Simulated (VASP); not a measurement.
Set up this calculation in VASP 6.6.1, as the native input.

* Task: single point
* Functional: PBE
* Potentials or basis: VASP PAW PBE potentials, release 64 (W_sv)
* Cutoff: 520 eV
* k mesh: 16 × 16 × 16
* Occupations: gaussian, width 0.1 eV
* Spin: no spin polarisation
* Dipole correction: no
* Further INCAR settings: ALGO = Fast; EDIFF = 1e-07; NBANDS = 21

The structure of W lies in POSCAR:

```
W
1.0
    0.0000000000      2.9149407558      2.9149407558
    2.9149407558      0.0000000000      2.9149407558
    2.9149407558      2.9149407558      0.0000000000
W
2
Direct
    0.0000000000      0.0000000000      0.0000000000
    0.2500000000      0.2500000000      0.2500000000
```

This isn't the form of W at room conditions, which is bcc.

These files were run (other wordings do the same):

INCAR

```
PREC = Accurate
ENCUT = 520
EDIFF = 1E-7
ISMEAR = 0
SIGMA = 0.1
LREAL = F
LASPH = T
NELM = 60
ALGO = Fast
ISIF = 2
LWAVE = F
LCHARG = F
GGA = PE
NBANDS = 21
```

KPOINTS

```
Automatic mesh
0
Gamma
  16 16 16
```

Potentials or basis: VASP PAW PBE potentials, release 64 (W_sv).

Launch:

```bash
$ cat potpaw_PBE.64/W_sv/POTCAR > POTCAR
$ mpirun -np 1 vasp_std > vasp.out
```

It gave:

```
Pressure               : 0.5 GPa
Band gap on the k mesh : zero (bands 14 and 15 overlap by 0.93 eV)
```

Caveat: spin-orbit coupling is left out, which moves the levels of the heavy elements.

Wall time 54 s on 1 thread of Intel(R) Xeon(R) 6975P-C (Granite Rapids), on a shared host, peak memory 0.26 GiB.
